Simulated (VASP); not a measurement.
## Cd: single point with PBEsol

The system is Cd.

```
Cd
1.0
     0.00000    2.17959    2.17959
     2.17959    0.00000    2.17959
     2.17959    2.17959    0.00000
Cd
1
Direct
  0.00000 0.00000 0.00000
```

This isn't the form of Cd at room conditions, which is hcp.

| Quantity | Value |
| --- | --- |
| Program | VASP 6.6.1 |
| Task | single point |
| Functional | PBEsol |
| Potentials or basis | VASP PAW PBE potentials, release 64 (Cd) |
| Cutoff | 500 eV |
| k mesh | 8 × 8 × 8 |
| Occupations | fermi-dirac, width 0.05 eV |
| Spin | no spin polarisation |

| Quantity | Value |
| --- | --- |
| Pressure | 1.3 GPa |
| Band gap on the k mesh | zero (bands 6 and 7 overlap by 3.34 eV) |

Levels at points of the mesh, in eV from the Fermi level:
```tsv
k point	band 2	band 3	band 4	band 5	band 6	band 7	band 8	band 9	band 10	band 11
(0.00, 0.00, 0.00)	-8.92	-8.92	-8.92	-8.40	-8.40	14.37	15.74	15.74	15.74	19.23
(0.50, 0.00, 0.00)	-8.91	-8.91	-7.98	-7.98	-2.27	-0.95	13.29	13.29	13.45	17.22
(0.50, 0.50, 0.00)	-9.58	-8.01	-7.88	-7.88	-0.68	1.87	7.24	7.24	11.73	11.86
```

Wall time 4.7 s on 1 thread of Intel(R) Xeon(R) Platinum 8259CL CPU @ 2.50GHz (Skylake/Cascade Lake), with other jobs on the host, peak memory 0.13 GiB.

Caveat: the PAW data sets were made with another functional, which shifts forces and pressure a little.
